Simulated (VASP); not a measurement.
Here is a VASP 6.6.1 calculation.

The input POSCAR:

```
C
1.0
    0.0000000000      1.7857859974      1.7857859974
    1.7857859974      0.0000000000      1.7857859974
    1.7857859974      1.7857859974      0.0000000000
C
2
Direct
    0.0000000000      0.0000000000      0.0000000000
    0.2499999997      0.2499999997      0.2499999997
```

The input INCAR.step1:

```
PREC = Accurate
ENCUT = 660
ISMEAR = -1
SIGMA = 0.01
LREAL = F
LASPH = T
NELM = 120
NBANDS = 11
GGA = PE
ALGO = Normal
EDIFF = 1E-5
LWAVE = T
LCHARG = F
GGA_COMPAT = F
```

INCAR.step2

```
PREC = Accurate
ENCUT = 660
EDIFF = 1E-6
ISMEAR = -1
SIGMA = 0.01
LREAL = F
LASPH = T
NELM = 120
ALGO = Normal
ISIF = 2
LWAVE = F
LCHARG = F
METAGGA = R2SCAN
LMIXTAU = T
NBANDS = 11
ISTART = 1
GGA_COMPAT = F
```

KPOINTS

```
Automatic mesh
0
Gamma
  13 13 13
```

Potentials or basis: VASP PAW PBE potentials, release 64 (C).

Launch:

```bash
$ cat potpaw_PBE.64/C/POTCAR > POTCAR
$ cp INCAR.step1 INCAR
$ mpirun -np 1 vasp_std > vasp.out
$ cp INCAR.step2 INCAR
$ mpirun -np 1 vasp_std > vasp.out
```

Predict the pressure.

-4.1 GPa.

Estimate the band gap on the k mesh.

4.33 eV, indirect (least direct gap 5.82 eV).

Caveat: the PAW data sets were made with another functional, which shifts forces and pressure a little. r2SCAN opens gaps a little over a GGA but as a rule still falls short of measured ones.
